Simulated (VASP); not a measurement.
TmH:

```
CELL_PARAMETERS angstrom
0.00000 2.59683 2.59683
2.59683 0.00000 2.59683
2.59683 2.59683 0.00000
ATOMIC_POSITIONS crystal
Tm 0.50000 0.50000 0.50000
H 0.00000 0.00000 0.00000
```

The cell was generated, and may not be a known phase.

```yaml
Program: VASP 6.6.1
Task: relaxation of cell and atoms
Functional: PBE
Potentials_or_basis: VASP PAW PBE potentials, release 64 (Tm_3, H), 4f in core
Cutoff: 500 eV
k_mesh: 6 × 6 × 6
Occupations: gaussian, width 0.1 eV
Spin: no spin polarisation
```

At the start: pressure -10.5 GPa; volume 17.51 Å³/atom.

Question: How do energy, volume and symmetry change on relaxing?

Answer: Over 3 steps the energy falls by 128.6 meV/atom and the volume is 14.23 Å³/atom (-18.7 %); space group Fm-3m (No. 225, to 0.1 Å) before and after.

The path:
```
step  energy change (eV)  largest force (eV/Å)  pressure (GPa)  volume (Å³)
   1              0.0000                0.0000          -10.49        35.02
   2             -0.2470                0.0000           -2.74        29.53
   3             -0.2572                0.0000           -0.26        28.47
```

Final structure:
```xyz
2
Lattice="0.0000 2.4235 2.4235 2.4235 0.0000 2.4235 2.4235 2.4235 0.0000" Properties=species:S:1:pos:R:3 pbc="T T T"
Tm    2.4235    2.4235    2.4235
H     0.0000    0.0000    0.0000
```

Caveat: the volume moved by over 15 % at a fixed basis, so the end points are rough.
